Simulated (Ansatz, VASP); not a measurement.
# One calculation of TiIn4, two programs

```
Ti In
1.0
     4.98894    0.00000    0.00000
    -2.49447    4.32055    0.00000
     0.00000    0.00000    6.06977
Ti In
1 4
Direct
  0.00000 0.00000 0.00000
  0.33333 0.66667 0.25063
  0.66667 0.33333 0.25063
  0.66667 0.33333 0.74937
  0.33333 0.66667 0.74937
```

Alike in both runs: functional PBE; k mesh 6 × 6 × 2; occupations gaussian, width 0.1 eV; no spin polarisation.

Ansatz relaxed the structure, and its values are those at the end. VASP's run is a single point on that final structure, the one shown.

|  | VASP | Ansatz |
| --- | --- | --- |
| version | VASP 6.6.1 | Ansatz 0.2.0 |
| potentials or method | VASP PAW PBE potentials, release 64 (Ti_sv, In_d), cutoff 520 eV | scalar-relativistic, plane waves, PAW |
| valence electrons in the cell | 64 | 64 |

```tsv
	VASP	Ansatz	Ansatz less VASP
gap on the k mesh at the Fermi level (eV)	none	none	-
pressure (GPa)	0.1	0.1	0.00
```

A gap of «none» marks a metal or a gap that the smearing closes.

The k mesh is coarse, so the values compare programs but aren't converged.
